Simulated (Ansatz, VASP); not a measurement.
AlN: VASP beside Ansatz

```xyz
4
Lattice="3.0886 0.0000 0.0000 -1.5443 2.6748 0.0000 0.0000 0.0000 4.9431" Properties=species:S:1:pos:R:3 pbc="T T T"
Al    0.0000    1.7832   -0.0049
Al    1.5443    0.8916    2.4667
N     0.0000    1.7832    1.8833
N     1.5443    0.8916    4.3549
```

Alike in both runs: functional LDA; k mesh 12 × 12 × 6; occupations fermi-dirac, width 0.02 eV; no spin polarisation.

Ansatz relaxed the structure, and its values are those at the end. VASP's run is a single point on that final structure, the one shown.

|  | VASP | Ansatz |
| --- | --- | --- |
| version | VASP 6.6.1 | Ansatz 0.2.0 |
| potentials or method | VASP PAW LDA potentials, release 64 (Al, N), cutoff 600 eV | PAW plane waves |
| valence electrons in the cell | 16 | 16 |

Ansatz gave:

| Property | Result |
| --- | --- |
| gap on the k mesh at the Fermi level (eV) | 4.42 |
| pressure (GPa) | 0.0 |

Problem. Estimate VASP's values.

Solution. gap on the k mesh at the Fermi level (eV): 4.42; pressure (GPa): 0.5.

Ansatz warns that its potentials were made for another functional, while VASP's fit it. LDA's correlation is that of Perdew and Zunger in VASP and of Perdew and Wang (1992) in Ansatz.
